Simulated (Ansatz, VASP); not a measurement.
# Al2O3: VASP beside Ansatz

```
Al O
1.0
     3.01748    0.00000    0.00000
    -1.50874    2.61322    0.00000
     0.00000    0.00000    7.57464
Al O
2 3
Cartesian
  0.0000 0.0000 5.4693
  0.0000 0.0000 2.1054
  0.0000 0.0000 3.7873
  1.5087 0.8711 6.0638
  0.0000 1.7421 1.5108
```

Alike in both runs: functional PBEsol; k mesh 12 × 12 × 4; no spin polarisation.

|  | VASP | Ansatz |
| --- | --- | --- |
| version | VASP 6.6.1 | Ansatz 0.2.0 |
| potentials or method | VASP PAW PBE potentials, release 64 (Al, O) | Ansatz PAW |
| plane-wave cutoff (eV) | 520 | 420 |
| occupations | gaussian, width 0.01 eV | fixed |
| valence electrons in the cell | 24 | 24 |
| task | single point | band structure |

```csv
,VASP,Ansatz,Ansatz less VASP
gap on the k mesh at the Fermi level (eV),2.19,2.20,+0.004
least direct gap on the mesh (eV),2.19,2.20,+0.004
pressure (GPa),-3.5,-3.7,-0.23
"traceless stress, the component that is largest in VASP (GPa)",0.87,0.53,-0.348
rms of the force components (eV/Å),0.076,0.093,+0.0166
```

VASP's potentials were made for PBE, not for PBEsol. Atom by atom the forces differ by 0.030 eV/Å (rms over components).
